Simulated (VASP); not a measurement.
Write the native input for VASP 6.6.1 that does the following.

```yaml
Task: relaxation of shape and atoms at fixed volume
Functional: PBE
Potentials_or_basis: VASP PAW PBE potentials, release 64 (Li_sv, Cu)
Cutoff: 600 eV
k_mesh: 20 × 20 × 16
Occupations: gaussian, width 0.1 eV
Spin: no spin polarisation
Dipole_correction: no
Further_INCAR_settings: ALGO = Fast; EDIFF = 1e-06; IBRION = 2; EDIFFG = -0.01; NSW = 50; ISIF = 4
```

The structure of LiCu lies in POSCAR:

```
LiCu
1.0
    2.5527711682      0.0000000000      0.0000000000
    0.0000000000      2.5527711682      0.0000000000
    0.0000000000      0.0000000000      3.8397988412
Li Cu
1 1
Direct
    0.5000000000      0.5000000000      0.5000000000
    0.0000000000      0.0000000000      0.0000000000
```

These files were run (other wordings do the same):

INCAR

```
ALGO = Fast
EDIFF = 1E-6
EDIFFG = -0.01
ENCUT = 600
GGA = PE
IBRION = 2
ISIF = 4
ISMEAR = 0
LASPH = T
LCHARG = F
LREAL = F
LWAVE = F
NELM = 100
NSW = 50
PREC = Accurate
SIGMA = 0.1
```

KPOINTS

```
k-points
0
Gamma
  20 20 16
```

Potentials or basis: VASP PAW PBE potentials, release 64 (Li_sv, Cu).

The run is started by

```bash
$ cat potpaw_PBE.64/Li_sv/POTCAR potpaw_PBE.64/Cu/POTCAR > POTCAR
$ mpirun -np 1 vasp_std > vasp.out
```

It gave:

```
Energy gained by relaxing : 0.3 meV/atom
Ionic steps               : 4
Pressure after relaxing   : 1.8 GPa
Band gap on the k mesh    : zero (bands 7 and 8 overlap by 6.83 eV)
```

Caveat: the cutoff is under 1.25 times the usual one of these potentials, so pressure, stress and relaxed cells hold a basis-set (Pulay) error.

Run time: 6.9 min on 1 thread of Intel(R) Xeon(R) Platinum 8259CL CPU @ 2.50GHz (Skylake/Cascade Lake) (shared host), peak memory 0.34 GiB.
